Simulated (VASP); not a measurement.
# MnS (F-43m) in VASP: further runs, part 2 of 3

VASP 6.6.1.

**3. Single point, PBEsol, collinear spin, ferromagnetic start**

INCAR

```
PREC     = Accurate       # precision mode
ENCUT    = 520            # plane-wave cutoff, eV
EDIFF    = 1E-6           # SCF threshold, eV
ISMEAR   = -1             # smearing method
SIGMA    = 0.05           # smearing width, eV
LREAL    = False          # projectors in reciprocal space
LASPH    = True           # aspherical terms in the spheres
NELM     = 150            # most SCF steps
ALGO     = Normal         # electronic algorithm
ISIF     = 2              # what is computed and relaxed
LWAVE    = False          # write WAVECAR
LCHARG   = False          # write CHGCAR
ISPIN    = 2              # spin polarisation
MAGMOM   = 4 0            # initial moments
LORBIT   = 11             # projections on sites
NUPDOWN  = 4.0            # fixed moment
LMAXMIX  = 4              # l up to which the mixer works
GGA      = PS             # functional
NBANDS   = 20             # bands
```

KPOINTS

```
Automatic mesh
0
Gamma
  8 8 8
```

POSCAR

```
MnS
1.0
    0.0000000000      2.4734634191      2.4734634191
    2.4734634191      0.0000000000      2.4734634191
    2.4734634191      2.4734634191      0.0000000000
Mn S
1 1
Direct
    0.0000000000      0.0000000000      0.0000000000
    0.7500000000      0.7500000000      0.7500000000
```

Potentials or basis: VASP PAW PBE potentials, release 64 (Mn_pv, S).

On the command line:

```bash
> cat potpaw_PBE.64/Mn_pv/POTCAR potpaw_PBE.64/S/POTCAR > POTCAR
> mpirun -np 1 vasp_std > vasp.out
```

OUTCAR:

```text
PREC = Accurate
   ENCUT = 520
   EDIFF = 1E-6
   ISMEAR = -1
   LREAL = False
   LASPH = True
   NELM = 150
   ISIF = 2
   ISPIN = 2
   LORBIT = 11
   NUPDOWN = 4.0
   GGA = PS

 ion  position               nearest neighbor table
   1  0.000  0.000  0.000-   2 2.14   2 2.14   2 2.14   2 2.14
   2  0.750  0.750  0.750-   1 2.14   1 2.14   1 2.14   1 2.14

  LATTYP: Found a face centered cubic cell.
 ALAT       =     4.9469268382

  Lattice vectors:

 A1 = (   0.0000000000,   2.4734634191,   2.4734634191)
 A2 = (   2.4734634191,   0.0000000000,   2.4734634191)
 A3 = (   2.4734634191,   2.4734634191,   0.0000000000)

Analysis of symmetry for initial positions (statically):
=====================================================================
 Subroutine PRICEL returns:
 Original cell was already a primitive cell.

 Routine SETGRP: Setting up the symmetry group for a
 face centered cubic supercell.

 Subroutine GETGRP returns: Found 24 space group operations
 (whereof 24 operations were pure point group operations)
 out of a pool of 48 trial point group operations.

The static configuration has the point symmetry T_d .

Analysis of symmetry for dynamics (positions and initial velocities):
=====================================================================
 Subroutine PRICEL returns:
 Original cell was already a primitive cell.

 Routine SETGRP: Setting up the symmetry group for a
 face centered cubic supercell.

 Subroutine GETGRP returns: Found 24 space group operations
 (whereof 24 operations were pure point group operations)
 out of a pool of 48 trial point group operations.

The dynamic configuration has the point symmetry T_d .

Analysis of structural, dynamic, and magnetic symmetry:
=====================================================================
 Subroutine PRICEL returns:
 Original cell was already a primitive cell.

 Routine SETGRP: Setting up the symmetry group for a
 face centered cubic supercell.

 Subroutine GETGRP returns: Found 24 space group operations
 (whereof 24 operations were pure point group operations)
 out of a pool of 48 trial point group operations.

The overall configuration has the point symmetry T_d .

 Subroutine INISYM returns: Found 24 space group operations
 (whereof 24 operations are pure point group operations),
 and found     1 'primitive' translations

----------------------------------------------------------------------------------------

                                     Primitive cell

  volume of cell :      30.2654

  direct lattice vectors                    reciprocal lattice vectors
     0.000000000  2.473463419  2.473463419    -0.202145702  0.202145702  0.202145702
     2.473463419  0.000000000  2.473463419     0.202145702 -0.202145702  0.202145702
     2.473463419  2.473463419  0.000000000     0.202145702  0.202145702 -0.202145702

  length of vectors
     3.498005513  3.498005513  3.498005513     0.350126627  0.350126627  0.350126627

  position of ions in fractional coordinates (direct lattice)
     0.000000000  0.000000000  0.000000000
     0.750000000  0.750000000  0.750000000

  ion indices of the primitive-cell ions
   primitive index   ion index
                 1           1
[... 64 lines left out ...]
   PREC   = accura    normal or accurate (medium, high low for compatibility)
   ISTART =      0    job   : 0-new  1-cont  2-samecut
   ICHARG =      2    charge: 1-file 2-atom 10-const
   ISPIN  =      2    spin polarized calculation?
   LNONCOLLINEAR =      F non collinear calculations
   LSORBIT =      F    spin-orbit coupling
   LASPH  =      T    aspherical Exc in radial PAW
   ENCUT  =  520.0 eV  38.22 Ry    6.18 a.u.   6.50  6.50  6.50*2*pi/ulx,y,z
   NELM   =    150;   NELMIN=  2; NELMDL= -5     # of ELM steps
   EDIFF  = 0.1E-05   stopping-criterion for ELM
   LREAL  =      F    real-space projection
   EDIFFG = 0.1E-04   stopping-criterion for IOM
   NSW    =      0    number of steps for IOM
   IBRION =     -1    ionic relax: 0-MD 1-quasi-New 2-CG
   NFREE  =      0    steps in history (QN), initial steepest desc. (CG)
   ISIF   =      2    stress and relaxation
   ISYM   =      2    0-nonsym 1-usesym 2-fastsym
   POTIM  = 0.5000    time-step for ionic-motion
   TEBEG  =    0.0;   TEEND  =   0.0 temperature during run
   PSTRESS=    0.0 pullay stress
   NELECT =      19.0000    total number of electrons
   NUPDOWN=       4.0000    fix difference up-down
   EMIN   =  10.00;   EMAX   =-10.00  energy-range for DOS
   EFERMI =   0.00;   METHOD = LEGACY
   ISMEAR =    -1;   SIGMA  =   0.05  broadening in eV -4-tet -1-fermi 0-gaus
   EFERMI_NEDOS =   21; number of points for ismear=-14 and -15
   IALGO  =     38    algorithm
   IMIX   =      4    mixing-type and parameters
     AMIX     =   0.40;   BMIX     =  1.00
     AMIX_MAG =   1.60;   BMIX_MAG =  1.00
  volume/ion in A,a.u.               =      15.13       102.12
  Fermi-wavevector in a.u.,A,eV,Ry     =   1.401771  2.648964 26.734947  1.964963
  Thomas-Fermi vector in A             =   2.524600
   LORBIT       =     11    0 simple, 1 ext, 2 COOP (PROOUT), +10 PAW based schemes
   GGA     = PS    functional components
   LHFCALC =     F    Hartree Fock is set to
   AEXX    =    0.0000 exact exchange contribution
   IVDW    =     0    specifies the selected vdW correction
   LEPSILON=     F    determine dielectric tensor
   LRPA    =     F    only Hartree local field effects (RPA)
 spin polarized calculation
  energy-cutoff  :      520.00
  volume of cell :       30.27
 maximum number of plane-waves:       869
 NGX is ok and might be reduce to    28
   NGX = 13   NGY = 13   NGZ = 13

 number of electron      18.9999986 magnetization       3.9999996

 Free energy of the ion-electron system (eV)
  ---------------------------------------------------
  ext. energy  EPLUGINS =         0.00000000
  ---------------------------------------------------
  free energy    TOTEN  =       -14.11200292 eV

  energy without entropy =      -14.10242082  energy(sigma->0) =      -14.10721187

 E-fermi :   7.3942     XC(G=0): -11.3783

 val. band max:        8.4489969477   @ k =  -0.1250   0.1250   0.0000
 cond. band min:       7.4090216554   @ k =  -0.3750   0.2500   0.1250
 fundamental gap:     -1.0399752923
 Fermi energy:         8.4490664030

 spin component 1

 k-point     1 :       0.0000    0.0000    0.0000
  band No.  band energies     occupation
      1     -42.0988      1.00000
      2     -42.0988      1.00000
      3     -42.0988      1.00000
      4      -7.9264      1.00000
      5       1.9999      1.00000
      6       1.9999      1.00000
[... 541 lines left out ...]
     19      23.6847      0.00000
     20      25.6802      0.00000

 [... further k-points ...]

 spin component 2

 k-point     1 :       0.0000    0.0000    0.0000
  band No.  band energies     occupation
      1     -38.4554      1.00000
      2     -38.4553      1.00000
      3     -38.4553      1.00000
      4      -7.5016      1.00000
      5       3.3739      1.00000
      6       3.3739      1.00000
[... 541 lines left out ...]
     19      24.4485      0.00000
     20      26.6321      0.00000

 [... further k-points ...]

------------------------ aborting loop because EDIFF is reached ----------------------------------------

  FORCE on cell =-STRESS in cart. coord.  units (eV):
  Direction    XX          YY          ZZ          XY          YZ          ZX
  --------------------------------------------------------------------------------------
  -------------------------------------------------------------------------------------
  Total        6.1579730      6.1579730      6.1579730      0.0000000      0.0000000      0.0000000
  in kB      325.9882064    325.9882064    325.9882064      0.0000000      0.0000000      0.0000000
  external PRESSURE =     325.9882064 kB  Pullay stress =       0.0000000 kB

 VOLUME and BASIS-vectors are now :
 -----------------------------------------------------------------------------
  energy-cutoff  :      520.00
  volume of cell :       30.27
      direct lattice vectors                 reciprocal lattice vectors
     0.000000000  2.473463419  2.473463419    -0.202145702  0.202145702  0.202145702
     2.473463419  0.000000000  2.473463419     0.202145702 -0.202145702  0.202145702
     2.473463419  2.473463419  0.000000000     0.202145702  0.202145702 -0.202145702

 POSITION                                       TOTAL-FORCE (eV/Angst)
 -----------------------------------------------------------------------------------
      0.00000      0.00000      0.00000         0.000000     -0.000000      0.000000
      3.71020      3.71020      3.71020        -0.000000      0.000000     -0.000000
 -----------------------------------------------------------------------------------
    total drift:                               -0.000001     -0.000001     -0.000001

  FREE ENERGIE OF THE ION-ELECTRON SYSTEM (eV)
  ---------------------------------------------------
  free  energy   TOTEN  =       -14.1120029192 eV

  energy  without entropy=      -14.1024208213  energy(sigma->0) =      -14.10721187

 total charge

# of ion       s       p       d       tot
------------------------------------------
    1        0.367   6.406   5.159  11.932
    2        1.323   2.529   0.000   3.852
--------------------------------------------------
tot          1.690   8.935   5.159  15.784

 magnetization (x)

# of ion       s       p       d       tot
------------------------------------------
    1        0.053   0.102   3.389   3.544
    2        0.007   0.058   0.000   0.065
--------------------------------------------------
tot          0.060   0.160   3.389   3.610
```

Run time: 23 s. Hardware: 1 thread of Intel Xeon Platinum 8559C (Emerald Rapids), shared host; peak memory 0.18 GiB.

What came out:

* Free energy: -14.1120 eV
* Pressure: 32.6 GPa
* Net moment: 4.00 μB per cell
* Site moments: Mn +3.54; S +0.07 μB
* Valence electrons inside the program's atomic spheres: Mn 11.93; S 3.85

Caveat: the cell stands under pressure; the PAW data sets were made with another functional, which shifts forces and pressure a little; the total moment is fixed, so each spin has its own Fermi level; a cell with one magnetic atom can't hold antiferromagnetic order, which such compounds often take.

(Part 2 of 3 ends here.)
